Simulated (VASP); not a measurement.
BaTiO3:

```xyz
5
Lattice="3.9855 0.0000 0.0000 0.0000 4.0178 0.0000 0.0000 0.0117 4.0178" Properties=species:S:1:pos:R:3 pbc="T T T"
Ba    0.0000    0.0000    0.0000
Ti    1.9928    2.0647    2.0587
O     0.0000    1.9640    1.9583
O     1.9928    2.0415    3.9850
O     1.9928    3.9909    2.0300
```

```yaml
Program: VASP 6.6.1
Task: relaxation of cell and atoms
Functional: PBEsol
Potentials_or_basis: VASP PAW PBE potentials, release 64 (Ba_sv, Ti_sv, O)
Cutoff: 600 eV
k_mesh: 4 × 4 × 4
Occupations: gaussian, width 0.01 eV
Spin: no spin polarisation
```

At the start: pressure -2.2 GPa; volume 12.87 Å³/atom.

Task: Where does the relaxation end?

Result: Over 15 steps the energy falls by 7.6 meV/atom and the volume is 12.86 Å³/atom (-0.1 %); space group Amm2 (No. 38, to 0.1 Å) before and after.

Step by step:
| step | energy change (eV) | largest force (eV/Å) | pressure (GPa) | volume (Å³) |
| --- | --- | --- | --- | --- |
| 1 | 0.0000 | 0.3071 | -2.24 | 64.34 |
| 2 | -0.0096 | 0.2060 | 2.84 | 62.67 |
| 3 | -0.0132 | 0.2289 | 1.06 | 63.23 |
| 4 | -0.0240 | 0.1674 | 0.92 | 63.42 |
| 5 | -0.0338 | 0.0877 | 0.93 | 63.84 |
| 6 | -0.0331 | 0.1402 | -1.75 | 64.86 |
| 7 | -0.0362 | 0.0653 | -0.36 | 64.31 |
| 8 | -0.0373 | 0.0545 | 0.12 | 64.17 |
| 9 | -0.0373 | 0.0552 | 0.08 | 64.18 |
| 10 | -0.0376 | 0.0314 | 0.05 | 64.22 |
| 11 | -0.0378 | 0.0277 | -0.04 | 64.30 |
| 12 | -0.0378 | 0.0143 | 0.08 | 64.28 |
| 13 | -0.0378 | 0.0149 | 0.07 | 64.28 |
| 14 | -0.0378 | 0.0134 | -0.05 | 64.36 |
| 15 | -0.0378 | 0.0066 | -0.04 | 64.30 |

Final structure:
```
Ba Ti O
1.0
     3.95521    0.00000    0.00000
     0.00000    4.03208    0.00360
     0.00000    0.01531    4.03206
Ba Ti O
1 1 3
Direct
  0.00000 0.00755 0.00755
  0.50000 0.52242 0.52242
  0.00000 0.49049 0.49049
  0.50000 0.49353 0.98289
  0.50000 0.98289 0.49353
```

Caveat: the PAW data sets were made with another functional, which shifts forces and pressure a little.
